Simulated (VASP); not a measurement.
# ZnO (P4_2/mnm) in VASP: a series of runs, part 2 of 2

VASP 6.6.1.

## (3) Single point, PBE

This run uses another cell than the first one, of 11.16 Å³/atom.

Input file INCAR:

```
SYSTEM = ZnO
  PREC = Accurate
  ENCUT = 600
  EDIFF = 1E-6
  ISMEAR = 0
  SIGMA = 0.05
  LREAL = .False.
  LASPH = .True.
  NELM = 120
  ALGO = Normal
  ISIF = 2
  LWAVE = .False.
  LCHARG = .False.
  GGA = PE
  NBANDS = 46
  GGA_COMPAT = .False.
```

Input file KPOINTS:

```
regular mesh
0
Gamma
  6 6 8
  0 0 0
```

Input file POSCAR:

```
ZnO
1.0
    5.3271553314      0.0000000000      0.0000000000
    0.0000000000      5.3271553314      0.0000000000
    0.0000000000      0.0000000000      3.1463163092
Zn O
4 4
Direct
    0.1819728400      0.1819728400      0.5000000000
    0.8180271600      0.8180271600      0.5000000000
    0.6819728400      0.3180271600      0.0000000000
    0.3180271600      0.6819728400      0.0000000000
    0.8172472300      0.1827527700      0.5000000000
    0.1827527700      0.8172472300      0.5000000000
    0.6827527700      0.6827527700      0.0000000000
    0.3172472300      0.3172472300      0.0000000000
```

Potentials or basis: VASP PAW PBE potentials, release 64 (Zn, O).

On the command line:

```bash
cat potpaw_PBE.64/Zn/POTCAR potpaw_PBE.64/O/POTCAR > POTCAR
mpirun -np 1 vasp_std > vasp.out
```

Run time: 4.7 min. Hardware: 1 thread of Oxide Virtual Turin-like, shared host; peak memory 0.32 GiB.

The run converged. Its results:

```yaml
Free_energy: -34.5230 eV
Pressure: 25.6 GPa
Largest_force: 0.145 eV/Å
Band_gap_on_the_k_mesh: 0.89 eV
```

Forces on the atoms (eV/Å):
```
Zn   0.103  0.103  0.000
Zn  -0.103 -0.103  0.000
Zn   0.103 -0.103  0.000
Zn  -0.103  0.103  0.000
O   -0.072  0.072  0.000
O    0.072 -0.072  0.000
O    0.072  0.072  0.000
O   -0.072 -0.072  0.000
```

Stress tensor (GPa, compression positive):
```
24.31  0.00  0.00
 0.00 24.31  0.00
 0.00  0.00 28.10
```

Levels at points of the mesh, in eV from the valence-band top:
```csv
k point,band 32,band 33,band 34,band 35,band 36,band 37,band 38,band 39,band 40,band 41
"(0.00, 0.00, 0.00)",-1.02,-0.65,-0.25,-0.25,0.00,0.89,5.66,5.66,7.04,7.51
"(0.50, 0.00, 0.00)",-1.80,-0.59,-0.59,-0.50,-0.50,3.38,3.38,6.37,6.37,8.62
"(0.50, 0.50, 0.00)",-1.31,-1.01,-1.01,-0.89,-0.89,4.52,4.52,4.75,4.75,9.14
"(0.00, 0.00, 0.50)",-2.19,-2.10,-2.10,-1.51,-1.51,6.17,6.17,8.12,8.12,8.35
"(0.50, 0.00, 0.50)",-2.16,-1.88,-1.88,-1.26,-1.26,6.25,6.25,6.87,6.87,8.03
"(0.50, 0.50, 0.50)",-1.64,-1.62,-1.62,-1.61,-1.61,5.45,5.45,6.26,6.26,8.42
```

Caveat: the cell stands under pressure.

## (4) Single point, PBE

Input file INCAR:

```
PREC = Accurate
ENCUT = 600
EDIFF = 1E-6
ISMEAR = 0
SIGMA = 0.05
LREAL = False
LASPH = True
NELM = 120
ALGO = Normal
ISIF = 2
LWAVE = False
LCHARG = True
GGA = PE
LELF = True
LVHAR = True
NBANDS = 46
GGA_COMPAT = False
```

Input file KPOINTS:

```
regular mesh
0
Gamma
  6 6 8
```

Edit POSCAR of step 3 so:

```diff
@@ -2,5 +2,5 @@
 1.0
-    5.3271553314      0.0000000000      0.0000000000
-    0.0000000000      5.3271553314      0.0000000000
-    0.0000000000      0.0000000000      3.1463163092
+    5.5175700700      0.0000000000      0.0000000000
+    0.0000000000      5.5175700700      0.0000000000
+    0.0000000000      0.0000000000      3.2587787700
 Zn O
```

Potentials or basis: VASP PAW PBE potentials, release 64 (Zn, O).

On the command line:

```bash
cat potpaw_PBE.64/Zn/POTCAR potpaw_PBE.64/O/POTCAR > POTCAR
mpirun -np 1 vasp_std > vasp.out
```

OUTCAR:

```text
PREC = Accurate
   ENCUT = 600
   EDIFF = 1E-6
   ISMEAR = 0
   LREAL = False
   LASPH = True
   NELM = 120
   ISIF = 2
   GGA = PE

 ion  position               nearest neighbor table
   1  0.182  0.182  0.500-   8 1.94   8 1.94   5 2.01   6 2.01   2 2.84
   2  0.818  0.818  0.500-   7 1.94   7 1.94   5 2.01   6 2.01   1 2.84
   3  0.682  0.318  0.000-   5 1.94   5 1.94   8 2.01   7 2.01   4 2.84
[... 1395 lines left out ...]
  -------------------------------------------------------------------------------------
  Total        3.5260988      3.5260988      3.7839947      0.0000000      0.0000000      0.0000000
  in kB       56.9448518     56.9448518     61.1097501      0.0000000      0.0000000      0.0000000
  external PRESSURE =      58.3331512 kB  Pullay stress =       0.0000000 kB

 VOLUME and BASIS-vectors are now :
 -----------------------------------------------------------------------------
  energy-cutoff  :      600.00
  volume of cell :       99.21
      direct lattice vectors                 reciprocal lattice vectors
     5.517570070  0.000000000  0.000000000     0.181239203  0.000000000  0.000000000
     0.000000000  5.517570070  0.000000000     0.000000000  0.181239203  0.000000000
     0.000000000  0.000000000  3.258778770     0.000000000  0.000000000  0.306863420

 POSITION                                       TOTAL-FORCE (eV/Angst)
 -----------------------------------------------------------------------------------
      1.00405      1.00405      1.62939         0.025028      0.025028      0.000000
      4.51352      4.51352      1.62939        -0.025028     -0.025028     -0.000000
      3.76283      1.75474      0.00000         0.025028     -0.025028     -0.000000
      1.75474      3.76283      0.00000        -0.025028      0.025028     -0.000000
      4.50922      1.00835      1.62939        -0.005769      0.005769     -0.000000
      1.00835      4.50922      1.62939         0.005769     -0.005769     -0.000000
      3.76714      3.76714      0.00000         0.005769      0.005769     -0.000000
      1.75043      1.75043      0.00000        -0.005769     -0.005769     -0.000000
 -----------------------------------------------------------------------------------
    total drift:                                0.000000      0.000000      0.000000

  FREE ENERGIE OF THE ION-ELECTRON SYSTEM (eV)
  ---------------------------------------------------
  free  energy   TOTEN  =       -35.4602821033 eV

  energy  without entropy=      -35.4602821033  energy(sigma->0) =      -35.46028210
```

Run time: 4.1 min. Hardware: 1 thread of Oxide Virtual Turin-like, shared host; peak memory 0.33 GiB.

Results:

```
Free energy            : -35.4603 eV
Pressure               : 5.8 GPa
Largest force          : 0.035 eV/Å
Band gap on the k mesh : 0.80 eV
```

Forces in eV/Å, atoms in the order of the input:
```
Zn   0.025  0.025  0.000
Zn  -0.025 -0.025  0.000
Zn   0.025 -0.025  0.000
Zn  -0.025  0.025  0.000
O   -0.006  0.006  0.000
O    0.006 -0.006  0.000
O    0.006  0.006  0.000
O   -0.006 -0.006  0.000
```

Caveat: the cell stands under pressure.
